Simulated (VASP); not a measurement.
# Zr3TiN4: single point with PBE

Crystal: Zr3TiN4.

```
CELL_PARAMETERS angstrom
3.20393 0.00000 0.00000
0.00000 3.20393 0.00000
0.00000 0.00000 9.03306
ATOMIC_POSITIONS crystal
Zr 0.50000 0.50000 0.24163
Zr 0.00000 0.00000 0.50000
Zr 0.50000 0.50000 0.75837
Ti 0.00000 0.00000 0.00000
N 0.00000 0.00000 0.75725
N 0.50000 0.50000 0.00000
N 0.00000 0.00000 0.24275
N 0.50000 0.50000 0.50000
```

- Program: VASP 6.6.1
- Task: single point
- Functional: PBE
- Potentials or basis: VASP PAW PBE potentials, release 64 (Zr_sv, Ti_sv, N)
- Cutoff: 520 eV
- k mesh: 12 × 12 × 4
- Occupations: gaussian, width 0.1 eV
- Spin: no spin polarisation

- Pressure: 0.3 GPa
- Largest force: 0.006 eV/Å
- Band gap on the k mesh: zero (bands 34 and 35 overlap by 3.09 eV)

Forces on the atoms (eV/Å):
```
Zr   0.000  0.000 -0.001
Zr   0.000  0.000  0.000
Zr   0.000  0.000  0.001
Ti   0.000  0.000  0.000
N    0.000  0.000 -0.006
N    0.000  0.000  0.000
N    0.000  0.000  0.006
N    0.000  0.000  0.000
```

Levels at points of the mesh, in eV from the Fermi level:
```
           k point  band 30  band 31  band 32  band 33  band 34  band 35  band 36  band 37  band 38  band 39
(0.00, 0.00, 0.00)    -3.11    -2.51    -2.51    -2.50    -2.22    -2.01    -0.45    -0.45    -0.42     0.61
(0.50, 0.00, 0.00)    -5.01    -4.86    -4.33     0.81     1.08     1.26     1.97     2.05     2.52     2.60
(0.50, 0.50, 0.00)    -3.25    -3.25    -3.08    -3.08    -2.91     0.73     0.73     1.37     1.37     1.72
(0.00, 0.00, 0.50)    -2.98    -2.98    -2.97    -2.97    -2.88    -1.13    -0.87     0.30     0.30     0.62
(0.50, 0.00, 0.50)    -4.91    -4.90    -4.83     0.93     0.94     1.22     2.05     2.12     2.25     2.45
(0.50, 0.50, 0.50)    -4.20    -4.09    -4.09    -1.36    -1.36    -1.21    -1.21     1.72     1.93     2.40
```

Wall time 3.6 min on 1 thread of AMD EPYC 9R45 96-Core Processor (Zen 5), with other jobs on the host, peak memory 0.37 GiB.
